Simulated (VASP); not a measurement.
Wanted: the native input for a VASP 6.6.1 run.

```
Task                   : single point
Functional             : PBE
Potentials or basis    : VASP PAW PBE potentials, release 64 (B, N)
Cutoff                 : 520 eV
k mesh                 : 12 × 12 × 4
Occupations            : fermi-dirac, width 0.02 eV
Spin                   : no spin polarisation
Dipole correction      : no
Further INCAR settings : ALGO = Normal; EDIFF = 1e-06; NBANDS = 16
```

The structure of BN lies in POSCAR:

```
BN
1.0
    2.5005826042      0.0000000000      0.0000000000
   -1.2502913021      2.2062807390      0.0000000000
    0.0000000000      0.0000000000      6.5236361402
B N
2 2
Direct
    0.3303402301      0.6606804603      0.2500000000
    0.6696597699      0.3393195397      0.7500000000
    0.3373801717      0.6747603434      0.7500000000
    0.6626198283      0.3252396566      0.2500000000
```

This cell differs from its parent crystal: uniaxial y strain +1.9%.

These files were run (other wordings do the same):

INCAR

```
SYSTEM = BN
PREC = Accurate
ENCUT = 520
EDIFF = 1E-6
ISMEAR = -1
SIGMA = 0.02
LREAL = .FALSE.
LASPH = .TRUE.
NELM = 60
ALGO = Normal
ISIF = 2
LWAVE = .FALSE.
LCHARG = .TRUE.
GGA = PE
LELF = .TRUE.
LVHAR = .TRUE.
NBANDS = 16
```

KPOINTS

```
Automatic mesh
0
G
  12 12 4
  0 0 0
```

Potentials or basis: VASP PAW PBE potentials, release 64 (B, N).

The run is started by

```sh
$ cat potpaw_PBE.64/B/POTCAR potpaw_PBE.64/N/POTCAR > POTCAR
$ mpirun -np 1 vasp_std > vasp.out
```

It gave:

```yaml
Pressure: -2.0 GPa
Largest_force: 0.015 eV/Å
Band_gap_on_the_k_mesh: 4.12 eV, indirect (least direct gap 4.54 eV)
```

Caveat: the cell differs from its parent crystal (uniaxial y strain +1.9%); this functional lacks dispersion, which binds the layers, so the pressure and a relaxed spacing across them are unreliable.

It took 40 s on 1 thread of AMD EPYC 9R45 96-Core Processor (Zen 5), on a shared host, peak memory 0.16 GiB.
